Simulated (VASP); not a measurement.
# Hg (Fm-3m) in VASP: single point with PBEsol

Aim: the single point of Hg with PBEsol.

Program: VASP 6.6.1. These are calculated values, not measurements. Logs are shortened: lines on timing, memory, paths and dates and some standing lists are left out, and cuts for length are marked.

## 1. The cell of the first run

It takes space group Fm-3m (No. 225, cubic). Conventional cell: a = 4.784 Å, b = 4.784 Å, c = 4.784 Å, α = 90.00°, β = 90.00°, γ = 90.00°. Hg (site symmetry m-3m) has 12 Hg at 3.38 Å within 4.4 Å.

## 2. Single point, PBEsol

Contents of INCAR:

```
ALGO = Normal
EDIFF = 1E-6
ENCUT = 520
GGA = PS
ISIF = 2
ISMEAR = 0
LASPH = True
LCHARG = False
LREAL = False
LWAVE = False
NBANDS = 12
NELM = 60
PREC = Accurate
SIGMA = 0.15
```

Contents of KPOINTS:

```
k-points
0
Gamma
  20 20 20
```

Contents of POSCAR:

```
Hg
1.0
    0.0000000000      2.3919113801      2.3919113801
    2.3919113801      0.0000000000      2.3919113801
    2.3919113801      2.3919113801      0.0000000000
Hg
1
Direct
    0.0000000000      0.0000000000      0.0000000000
```

Potentials or basis: VASP PAW PBE potentials, release 64 (Hg).

Run with:

```
> cat potpaw_PBE.64/Hg/POTCAR > POTCAR
> mpirun -np 1 vasp_std > vasp.out
```

OUTCAR:

```text
EDIFF = 1E-6
   ENCUT = 520
   GGA = PS
   ISIF = 2
   ISMEAR = 0
   LASPH = True
   LREAL = False
   NELM = 60
   PREC = Accurate

 ion  position               nearest neighbor table
   1  0.000  0.000  0.000-

  LATTYP: Found a face centered cubic cell.
 ALAT       =     4.7838227602

  Lattice vectors:

 A1 = (   0.0000000000,   2.3919113801,   2.3919113801)
 A2 = (   2.3919113801,   0.0000000000,   2.3919113801)
 A3 = (   2.3919113801,   2.3919113801,   0.0000000000)

Analysis of symmetry for initial positions (statically):
=====================================================================
 Subroutine PRICEL returns:
 Original cell was already a primitive cell.

 Routine SETGRP: Setting up the symmetry group for a
 face centered cubic supercell.

 Subroutine GETGRP returns: Found 48 space group operations
 (whereof 48 operations were pure point group operations)
 out of a pool of 48 trial point group operations.

The static configuration has the point symmetry O_h .

Analysis of symmetry for dynamics (positions and initial velocities):
=====================================================================
 Subroutine PRICEL returns:
 Original cell was already a primitive cell.

 Routine SETGRP: Setting up the symmetry group for a
 face centered cubic supercell.

 Subroutine GETGRP returns: Found 48 space group operations
 (whereof 48 operations were pure point group operations)
 out of a pool of 48 trial point group operations.

The dynamic configuration has the point symmetry O_h .

 Subroutine INISYM returns: Found 48 space group operations
 (whereof 48 operations are pure point group operations),
 and found     1 'primitive' translations

----------------------------------------------------------------------------------------

                                     Primitive cell

  volume of cell :      27.3694

  direct lattice vectors                    reciprocal lattice vectors
     0.000000000  2.391911380  2.391911380    -0.209037845  0.209037845  0.209037845
     2.391911380  0.000000000  2.391911380     0.209037845 -0.209037845  0.209037845
     2.391911380  2.391911380  0.000000000     0.209037845  0.209037845 -0.209037845

  length of vectors
     3.382673514  3.382673514  3.382673514     0.362064168  0.362064168  0.362064168

  position of ions in fractional coordinates (direct lattice)
     0.000000000  0.000000000  0.000000000

  ion indices of the primitive-cell ions
   primitive index   ion index
                 1           1

----------------------------------------------------------------------------------------

 KPOINTS: k-points

Automatic generation of k-mesh.
 Grid dimensions read from file:
 generate k-points for:   20   20   20

 Generating k-lattice:

  Cartesian coordinates                     Fractional coordinates (reciprocal lattice)
    -0.010451892  0.010451892  0.010451892     0.050000000  0.000000000  0.000000000
     0.010451892 -0.010451892  0.010451892     0.000000000  0.050000000  0.000000000
     0.010451892  0.010451892 -0.010451892     0.000000000  0.000000000  0.050000000

  Length of vectors
     0.018103208  0.018103208  0.018103208

  Shift w.r.t. Gamma in fractional coordinates (k-lattice)
     0.000000000  0.000000000  0.000000000

 Subroutine IBZKPT returns following result:
 ===========================================

 Found    256 irreducible k-points:

 Following reciprocal coordinates:
            Coordinates               Weight
  0.000000  0.000000  0.000000      1.000000
  0.050000  0.000000  0.000000      8.000000
  0.100000  0.000000  0.000000      8.000000
  0.150000  0.000000  0.000000      8.000000
  0.200000  0.000000  0.000000      8.000000
  0.250000  0.000000  0.000000      8.000000
[... 16 lines left out ...]
 -0.400000  0.050000  0.000000     24.000000
 -0.350000  0.050000  0.000000     24.000000
 [... further k-points ...]
   k-points           NKPTS =    256   k-points in BZ     NKDIM =    256   number of bands    NBANDS=     12
   number of dos      NEDOS =    301   number of ions     NIONS =      1
   total plane-waves  NPLWV =  21952
   dimension x,y,z NGX =    28 NGY =   28 NGZ =   28
   dimension x,y,z NGXF=    56 NGYF=   56 NGZF=   56
   ions per type =               1
   NGX,Y,Z   is equivalent  to a cutoff of  13.76, 13.76, 13.76 a.u.
   NGXF,Y,Z  is equivalent  to a cutoff of  27.52, 27.52, 27.52 a.u.
 SYSTEM =  unknown system
   PREC   = accura    normal or accurate (medium, high low for compatibility)
   ISTART =      0    job   : 0-new  1-cont  2-samecut
   ICHARG =      2    charge: 1-file 2-atom 10-const
   ISPIN  =      1    spin polarized calculation?
   LNONCOLLINEAR =      F non collinear calculations
   LSORBIT =      F    spin-orbit coupling
   LASPH  =      T    aspherical Exc in radial PAW
   ENCUT  =  520.0 eV  38.22 Ry    6.18 a.u.   6.29  6.29  6.29*2*pi/ulx,y,z
   NELM   =     60;   NELMIN=  2; NELMDL= -5     # of ELM steps
   EDIFF  = 0.1E-05   stopping-criterion for ELM
   LREAL  =      F    real-space projection
   EDIFFG = 0.1E-04   stopping-criterion for IOM
   NSW    =      0    number of steps for IOM
   IBRION =     -1    ionic relax: 0-MD 1-quasi-New 2-CG
   NFREE  =      0    steps in history (QN), initial steepest desc. (CG)
   ISIF   =      2    stress and relaxation
   ISYM   =      2    0-nonsym 1-usesym 2-fastsym
   POTIM  = 0.5000    time-step for ionic-motion
   TEBEG  =    0.0;   TEEND  =   0.0 temperature during run
   PSTRESS=    0.0 pullay stress
   NELECT =      12.0000    total number of electrons
   NUPDOWN=      -1.0000    fix difference up-down
   EMIN   =  10.00;   EMAX   =-10.00  energy-range for DOS
   EFERMI =   0.00;   METHOD = LEGACY
   ISMEAR =     0;   SIGMA  =   0.15  broadening in eV -4-tet -1-fermi 0-gaus
   EFERMI_NEDOS =   21; number of points for ismear=-14 and -15
   IALGO  =     38    algorithm
   IMIX   =      4    mixing-type and parameters
     AMIX     =   0.40;   BMIX     =  1.00
     AMIX_MAG =   1.60;   BMIX_MAG =  1.00
  volume/ion in A,a.u.               =      27.37       184.70
  Fermi-wavevector in a.u.,A,eV,Ry     =   1.243694  2.350241 21.045144  1.546774
  Thomas-Fermi vector in A             =   2.377993
   LORBIT       =      0    0 simple, 1 ext, 2 COOP (PROOUT), +10 PAW based schemes
   GGA     = PS    functional components
   LHFCALC =     F    Hartree Fock is set to
   AEXX    =    0.0000 exact exchange contribution
   IVDW    =     0    specifies the selected vdW correction
   LEPSILON=     F    determine dielectric tensor
   LRPA    =     F    only Hartree local field effects (RPA)
 non-spin polarized calculation
 Gauss-broadening in eV      SIGMA  =   0.15
  energy-cutoff  :      520.00
  volume of cell :       27.37
 maximum number of plane-waves:       754
 NGX is ok and might be reduce to    28
   NGX = 13   NGY = 13   NGZ = 13

 number of electron      11.9999999 magnetization

 Free energy of the ion-electron system (eV)
  ---------------------------------------------------
  ext. energy  EPLUGINS =         0.00000000
  ---------------------------------------------------
  free energy    TOTEN  =        -0.50715778 eV

  energy without entropy =       -0.50356656  energy(sigma->0) =       -0.50536217

 E-fermi :   1.1789     XC(G=0): -10.2509

 val. band max:        1.1561430874   @ k =  -0.3000   0.4500   0.1500
 cond. band min:       1.1923057857   @ k =   0.5000   0.1000   0.0000
 fundamental gap:      0.0361626983
 Fermi energy:         1.1789111562

 k-point     1 :       0.0000    0.0000    0.0000
  band No.  band energies     occupation
      1      -6.4905      2.00000
      2      -5.0669      2.00000
      3      -5.0669      2.00000
      4      -5.0669      2.00000
      5      -4.5947      2.00000
      6      -4.5947      2.00000
      7      14.6417      0.00000
      8      14.8682      0.00000
      9      14.8682      0.00000
     10      14.8682      0.00000
     11      18.6768      0.00000
     12      19.6714      0.00000

 k-point     2 :       0.0500    0.0000    0.0000
  band No.  band energies     occupation
      1      -6.4339      2.00000
      2      -5.0721      2.00000
      3      -5.0558      2.00000
      4      -5.0558      2.00000
      5      -4.5976      2.00000
      6      -4.5976      2.00000
      7      14.0769      0.00000
      8      14.6844      0.00000
      9      14.8185      0.00000
     10      14.8185      0.00000
     11      18.8691      0.00000
     12      19.7461      0.00000

 k-point     3 :       0.1000    0.0000    0.0000
  band No.  band energies     occupation
      1      -6.2699      2.00000
      2      -5.0809      2.00000
      3      -5.0260      2.00000
      4      -5.0260      2.00000
      5      -4.6030      2.00000
      6      -4.6030      2.00000
      7      12.5329      0.00000
      8      14.6747      0.00000
      9      14.6747      0.00000
     10      14.7238      0.00000
     11      18.7718      0.00000
     12      19.8968      0.00000
[... 286 lines left out ...]
 k-point    23 :      -0.4000    0.0500    0.0000
  band No.  band energies     occupation
      1      -5.7156      2.00000
      2      -5.0521      2.00000
      3      -5.0328      2.00000
      4      -4.2725      2.00000
      5      -4.2562      2.00000
      6      -1.8633      2.00000
      7       2.2742      0.00000
      8      12.0504      0.00000
      9      13.0047      0.00000
     10      14.0083      0.00000
     11      17.5957      0.00000
     12      17.9737      0.00000

 k-point    24 :      -0.3500    0.0500    0.0000
  band No.  band energies     occupation
      1      -5.6805      2.00000
      2      -5.0268      2.00000
      3      -5.0102      2.00000
      4      -4.3553      2.00000
      5      -4.3209      2.00000
      6      -2.7991      2.00000
      7       3.6961      0.00000
      8      12.1087      0.00000
      9      13.4145      0.00000
     10      14.2492      0.00000
     11      17.4919      0.00000
     12      17.9875      0.00000

 [... further k-points ...]
[... 5 lines left out ...]
  --------------------------------------------------------------------------------------
  -------------------------------------------------------------------------------------
  Total       -0.4573167     -0.4573167     -0.4573167      0.0000000     -0.0000000     -0.0000000
  in kB      -26.7708635    -26.7708635    -26.7708635      0.0000000     -0.0000000     -0.0000000
  external PRESSURE =     -26.7708635 kB  Pullay stress =       0.0000000 kB

 VOLUME and BASIS-vectors are now :
 -----------------------------------------------------------------------------
  energy-cutoff  :      520.00
  volume of cell :       27.37
      direct lattice vectors                 reciprocal lattice vectors
     0.000000000  2.391911380  2.391911380    -0.209037845  0.209037845  0.209037845
     2.391911380  0.000000000  2.391911380     0.209037845 -0.209037845  0.209037845
     2.391911380  2.391911380  0.000000000     0.209037845  0.209037845 -0.209037845

 POSITION                                       TOTAL-FORCE (eV/Angst)
 -----------------------------------------------------------------------------------
      0.00000      0.00000      0.00000         0.000000      0.000000      0.000000
 -----------------------------------------------------------------------------------
    total drift:                               -0.000000     -0.000000     -0.000000

  FREE ENERGIE OF THE ION-ELECTRON SYSTEM (eV)
  ---------------------------------------------------
  free  energy   TOTEN  =        -0.5071577783 eV

  energy  without entropy=       -0.5035665621  energy(sigma->0) =       -0.50536217
```

Run time: 75 s. Hardware: 1 thread of Intel Xeon Platinum 8259CL at 2.50GHz (Skylake/Cascade Lake), shared host; peak memory 0.22 GiB.

What came out:

```
Free energy            : -0.5072 eV
Pressure               : -2.7 GPa
Band gap on the k mesh : zero (band 6 reaches 1.36 eV, above the bottom of band 7 at 0.41 eV)
```

Caveat: the PAW data sets were made with another functional, which shifts forces and pressure a little; spin-orbit coupling is left out, which moves the levels of the heavy elements.
